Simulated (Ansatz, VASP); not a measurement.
# NaH6Os2: VASP beside Ansatz

The input INCAR:

```
ALGO = Normal
EDIFF = 1E-6
EDIFFG = -0.04
ENCUT = 600
GGA = PE
IBRION = 2
ISIF = 3
ISMEAR = 0
LASPH = T
LCHARG = F
LREAL = F
LWAVE = F
NELM = 80
NSW = 90
PREC = Accurate
SIGMA = 0.1
```

File KPOINTS:

```
k-points
0
Gamma
  6 6 6
```

Contents of POSCAR:

```
NaH6Os2
1.0
   -1.5377297400      3.2592324700      4.1446804100
    1.5377297400     -3.2592324700      4.1446804100
    1.5377297400      3.2592324700     -4.1446804100
Na H Os
1 6 2
Direct
    0.5000000000      0.0000000000      0.5000000000
    0.8609272800      0.5000000000      0.3609272800
    0.1390727200      0.5000000000      0.6390727200
    0.9612633600      0.6971430000      0.2641203600
    0.5669773500      0.3028570000      0.2641203600
    0.4330226500      0.6971430000      0.7358796400
    0.0387366400      0.3028570000      0.7358796400
    0.8453003800      0.8453003800      0.0000000000
    0.1546996200      0.1546996200      0.0000000000
```

Input for Ansatz:

```yaml
crystal:
  lattice:
    - [-1.53772974, 3.25923247, 4.14468041]
    - [1.53772974, -3.25923247, 4.14468041]
    - [1.53772974, 3.25923247, -4.14468041]
  atoms:
    - { symbol: Na, position: [0.5, 0.0, 0.5] }
    - { symbol: H, position: [0.86092728, 0.5, 0.36092728] }
    - { symbol: H, position: [0.13907272, 0.5, 0.63907272] }
    - { symbol: H, position: [0.96126336, 0.697143, 0.26412036] }
    - { symbol: H, position: [0.56697735, 0.302857, 0.26412036] }
    - { symbol: H, position: [0.43302265, 0.697143, 0.73587964] }
    - { symbol: H, position: [0.03873664, 0.302857, 0.73587964] }
    - { symbol: Os, position: [0.84530038, 0.84530038, 0.0] }
    - { symbol: Os, position: [0.15469962, 0.15469962, 0.0] }
basis:
  ecutwfc: 420
kpoints:
  mp_grid: { grid: [6, 6, 6] }
hamiltonian:
  xc: pbe
scf:
  occupations: { method: gaussian, width: 0.1 }
  lower_state_search: "off"
output:
  forces: true
  stress: true
  eigenvalues: true
relax:
  adjacent_minimum: "off"
  f_tol: 0.04
  max_steps: 70
  cell: { stress_tol: 0.4 }
```

Change from the starting cell: species swapped into the SmCr2B6 type (Immm, No. 71).

Alike in both runs: task relaxation of cell and atoms; functional PBE; k mesh 6 × 6 × 6; occupations gaussian, width 0.1 eV; no spin polarisation.

```csv
,VASP,Ansatz
version,VASP 6.6.1,Ansatz 0.2.0
potentials or method,"VASP PAW PBE potentials, release 64 (Na_pv, H, Os), cutoff 600 eV","scalar-relativistic, plane waves, PAW"
valence electrons in the cell,29,47
```

VASP gave:

```
gap on the k mesh at the Fermi level, each at its own relaxed structure (eV)  : none
relaxed volume (Å³/atom)                                                      : 7.63
relaxed length of the cell vector where the two differ most in proportion (Å) : 5.587
```

Question: Estimate Ansatz's values.

Answer: gap on the k mesh at the Fermi level, each at its own relaxed structure (eV): none; relaxed volume (Å³/atom): 7.48; relaxed length of the cell vector where the two differ most in proportion (Å): 5.521.

A gap of «none» marks a metal or a gap that the smearing closes. VASP's potentials hold 29 valence electrons a cell and Ansatz's 47, so a difference there can come from the potentials and not from the codes.

The k mesh is coarse, so the values compare programs but aren't converged. Neither program's run includes spin-orbit coupling. Noted on VASP's run: the volume moved by over 15 % at a fixed basis, so the end points are rough.
